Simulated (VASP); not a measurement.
**ZnO7: single point with PBE**

Crystal: ZnO7.

```
Zn O
1.0
     3.61578    0.00000    0.00000
     0.00000    5.48861    4.49574
     0.00000   -5.48861    4.49574
Zn O
1 7
Direct
  0.50000 0.35616 0.35616
  0.66732 0.92314 0.92314
  0.33268 0.92314 0.92314
  0.33242 0.60783 0.90921
  0.66758 0.90921 0.60783
  0.33242 0.90921 0.60783
  0.66758 0.60783 0.90921
  0.00000 0.35714 0.35714
```

The cell was built from a structure type or drawn by symmetry, and may not be a known phase.

```
Program             : VASP 6.6.1
Task                : single point
Functional          : PBE
Potentials or basis : VASP PAW PBE potentials, release 64 (Zn, O)
Cutoff              : 520 eV
k mesh              : 8 × 4 × 4
Occupations         : gaussian, width 0.02 eV
Spin                : collinear spin
Starting moments    : [0.0, -0.3, -0.3, 0.45, 0.45, 0.45, 0.45, 0.0] μB
```

The pressure is 1.4 GPa. The largest force is 1.272 eV/Å, the band gap on the k mesh is 0.62 eV (least direct gap 0.63 eV) and the net moment is 2.00 μB per cell. The site moments are Zn +0.00; O -0.42, +0.61, +0.01 (each value once) μB and the valence electrons inside the program's atomic spheres are Zn 10.76; O 4.93, 4.96 (each value once).

Forces in eV/Å, atoms in the order of the input:
```
Zn   0.000  0.000 -0.003
O    1.272  0.000  0.024
O   -1.272  0.000  0.024
O   -1.239 -0.013 -0.012
O    1.239  0.013 -0.012
O   -1.239  0.013 -0.012
O    1.239 -0.013 -0.012
O    0.000  0.000  0.002
```

Stress tensor (GPa, compression positive):
```
 4.31  0.00  0.00
 0.00 -0.09  0.00
 0.00  0.00 -0.09
```

Levels at points of the mesh, in eV from the valence-band top:
Spin up:
| k point | band 24 | band 25 | band 26 | band 27 | band 28 | band 29 | band 30 | band 31 | band 32 | band 33 |
| --- | --- | --- | --- | --- | --- | --- | --- | --- | --- | --- |
| (0.00, 0.00, 0.00) | -1.19 | -0.97 | -0.91 | -0.66 | -0.61 | 1.48 | 1.56 | 2.14 | 6.22 | 6.25 |
| (0.50, 0.00, 0.00) | -1.64 | -1.24 | -1.15 | -0.01 | 0.00 | 0.99 | 1.11 | 5.83 | 5.86 | 5.96 |
| (0.00, 0.50, 0.00) | -1.19 | -0.97 | -0.91 | -0.66 | -0.61 | 1.48 | 1.56 | 2.26 | 5.26 | 6.34 |
| (0.50, 0.50, 0.00) | -1.62 | -1.26 | -1.14 | -0.02 | -0.01 | 0.97 | 1.10 | 5.50 | 5.88 | 6.22 |
| (0.00, 0.50, 0.50) | -1.20 | -0.97 | -0.90 | -0.66 | -0.61 | 1.48 | 1.55 | 2.33 | 5.29 | 5.64 |
| (0.50, 0.50, 0.50) | -1.62 | -1.27 | -1.14 | -0.02 | -0.02 | 0.96 | 1.08 | 5.54 | 5.68 | 6.39 |
Spin down:
| k point | band 23 | band 24 | band 25 | band 26 | band 27 | band 28 | band 29 | band 30 |
| --- | --- | --- | --- | --- | --- | --- | --- | --- |
| (0.00, 0.00, 0.00) | -1.17 | -1.17 | -0.82 | -0.77 | 1.41 | 1.52 | 1.61 | 1.73 |
| (0.50, 0.00, 0.00) | -1.53 | -1.47 | -0.02 | -0.01 | 0.66 | 0.87 | 1.08 | 1.26 |
| (0.00, 0.50, 0.00) | -1.19 | -1.17 | -0.82 | -0.77 | 1.40 | 1.52 | 1.60 | 1.73 |
| (0.50, 0.50, 0.00) | -1.52 | -1.46 | -0.03 | 0.00 | 0.65 | 0.85 | 1.07 | 1.26 |
| (0.00, 0.50, 0.50) | -1.18 | -1.18 | -0.82 | -0.76 | 1.40 | 1.52 | 1.60 | 1.73 |
| (0.50, 0.50, 0.50) | -1.50 | -1.45 | -0.02 | -0.01 | 0.62 | 0.86 | 1.05 | 1.25 |

It took 12 min on 1 thread of Oxide Virtual Turin-like Processor, on a shared host, peak memory 0.52 GiB.

Caveat: the standard files for N, O and F lose accuracy on very short bonds; forces of over 1 eV/Å act on the atoms, so gaps and moduli don't describe the material at rest. A k mesh can miss the band edges.
